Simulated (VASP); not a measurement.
A run of VASP 6.6.1:

INCAR

```
SYSTEM = BeRhS3
ALGO = Normal
EDIFF = 1E-6
ENCUT = 520
GGA = PE
ISIF = 2
ISMEAR = 0
ISPIN = 2
LASPH = .True.
LCHARG = .False.
LMAXMIX = 4
LORBIT = 11
LREAL = .False.
LWAVE = .False.
MAGMOM = 0 1 0 0 0
NBANDS = 30
NELM = 150
PREC = Accurate
SIGMA = 0.1
```

KPOINTS

```
k-points
0
Gamma
  4 4 4
  0 0 0
```

File POSCAR:

```
BeRhS3
1.0
    4.6120566800      0.0000000000      0.0000000000
    0.0000000000      4.6120566800      0.0000000000
    0.0000000000      0.0000000000      4.6120566800
Be Rh S
1 1 3
Direct
    0.0000000000      0.0000000000      0.0000000000
    0.5000000000      0.5000000000      0.5000000000
    0.5000000000      0.0000000000      0.0000000000
    0.0000000000      0.5000000000      0.0000000000
    0.0000000000      0.0000000000      0.5000000000
```

Potentials or basis: VASP PAW PBE potentials, release 64 (Be, Rh_pv, S).

Launch:

```console
$ cat potpaw_PBE.64/Be/POTCAR potpaw_PBE.64/Rh_pv/POTCAR potpaw_PBE.64/S/POTCAR > POTCAR
$ mpirun -np 1 vasp_std > vasp.out
```

Hardware: 1 thread of Intel(R) Xeon(R) Platinum 8259CL CPU @ 2.50GHz (Skylake/Cascade Lake), with other jobs on the host.

Task: Estimate the wall time of this run.

Result: Run time: 69 s on 1 thread of Intel(R) Xeon(R) Platinum 8259CL CPU @ 2.50GHz (Skylake/Cascade Lake) (shared host), peak memory 0.26 GiB. Counts: scf iterations 22, k points 10.
